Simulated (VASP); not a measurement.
Here is a VASP 6.6.1 calculation.

The input INCAR:

```
SYSTEM = Ca3Be
ALGO     = Normal         ! electronic algorithm
EDIFF    = 1E-6           ! SCF threshold, eV
ENCUT    = 520            ! plane-wave cutoff, eV
GGA      = CA             ! functional
ISIF     = 2              ! what is computed and relaxed
ISMEAR   = 1              ! smearing method
LASPH    = .True.         ! aspherical terms in the spheres
LCHARG   = .True.         ! write CHGCAR
LELF     = .True.         ! ELF
LREAL    = .False.        ! projectors in reciprocal space
LVHAR    = .True.       
LWAVE    = .False.        ! write WAVECAR
NBANDS   = 24             ! bands
NELM     = 60             ! most SCF steps
PREC     = Accurate       ! precision mode
SIGMA    = 0.05           ! smearing width, eV
```

Contents of KPOINTS:

```
k-points
0
Gamma
  4 4 4
  0 0 0
```

Contents of POSCAR:

```
Ca3Be
1.0
    4.8170100356      0.0000000000      0.0000000000
    0.0000000000      4.8170100356      0.0000000000
    0.0000000000      0.0000000000      4.8170100356
Be Ca
1 3
Direct
    0.0000000000      0.0000000000      0.0000000000
    0.0000000000      0.5000000000      0.5000000000
    0.5000000000      0.0000000000      0.5000000000
    0.5000000000      0.5000000000      0.0000000000
```

Potentials or basis: VASP PAW LDA potentials, release 64 (Be, Ca_sv).

Launch:

```bash
$ cat potpaw_LDA.64/Be/POTCAR potpaw_LDA.64/Ca_sv/POTCAR > POTCAR
$ mpirun -np 1 vasp_std > vasp.out
```

Task: Predict the band gap on the k mesh.

Result: Zero (bands 16 and 17 overlap by 0.70 eV).

Task: Estimate the pressure.

Result: 0.0 GPa.
